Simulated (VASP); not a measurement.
Input of a VASP 6.6.1 run:

Contents of INCAR:

```
PREC     = Accurate       # precision mode
ENCUT    = 520            # plane-wave cutoff, eV
EDIFF    = 1E-6           # SCF threshold, eV
ISMEAR   = 0              # smearing method
SIGMA    = 0.1            # smearing width, eV
LREAL    = F              # projectors in reciprocal space
LASPH    = T              # aspherical terms in the spheres
NELM     = 100            # most SCF steps
ALGO     = Normal         # electronic algorithm
ISIF     = 2              # what is computed and relaxed
LWAVE    = F              # write WAVECAR
LCHARG   = F              # write CHGCAR
GGA      = PS             # functional
NBANDS   = 21             # bands
```

KPOINTS

```
regular mesh
0
Gamma
  14 14 14
```

POSCAR

```
Ge
1.0
    0.0000000000      2.8373437723      2.8373437723
    2.8373437723      0.0000000000      2.8373437723
    2.8373437723      2.8373437723      0.0000000000
Ge
2
Direct
    0.0000000000      0.0000000000      0.0000000000
    0.2500000000      0.2500000000      0.2500000000
```

Potentials or basis: VASP PAW PBE potentials, release 64 (Ge_d).

Command:

```console
$ cat potpaw_PBE.64/Ge_d/POTCAR > POTCAR
$ mpirun -np 1 vasp_std > vasp.out
```

Problem. Estimate the band gap on the k mesh.

Solution. Zero (filled and empty bands touch).

Problem. What does it give for the pressure?

Solution. -0.4 GPa.

Caveat: the PAW data sets were made with another functional, which shifts forces and pressure a little.
